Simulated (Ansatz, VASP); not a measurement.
## One calculation of AlN, two programs

```
Al N
1.0
     0.00000    2.17115    2.17115
     2.17115    0.00000    2.17115
     2.17115    2.17115    0.00000
Al N
1 1
Direct
  0.00000 0.00000 0.00000
  0.25000 0.25000 0.25000
```

Alike in both runs: task single point; functional LDA; k mesh 10 × 10 × 10; occupations gaussian, width 0.02 eV; no spin polarisation.

```csv
,VASP,Ansatz
version,VASP 6.6.1,Ansatz 0.2.0
potentials or method,"VASP PAW LDA potentials, release 64 (Al, N), cutoff 600 eV","scalar-relativistic, plane waves, PAW"
valence electrons in the cell,8,8
```

```tsv
	VASP	Ansatz	Ansatz less VASP
gap on the k mesh at the Fermi level (eV)	3.23	3.25	+0.021
least direct gap on the mesh (eV)	4.39	4.39	-0.006
pressure (GPa)	0.5	0.0	-0.54
```

LDA's correlation is that of Perdew and Zunger in VASP and of Perdew and Wang (1992) in Ansatz.
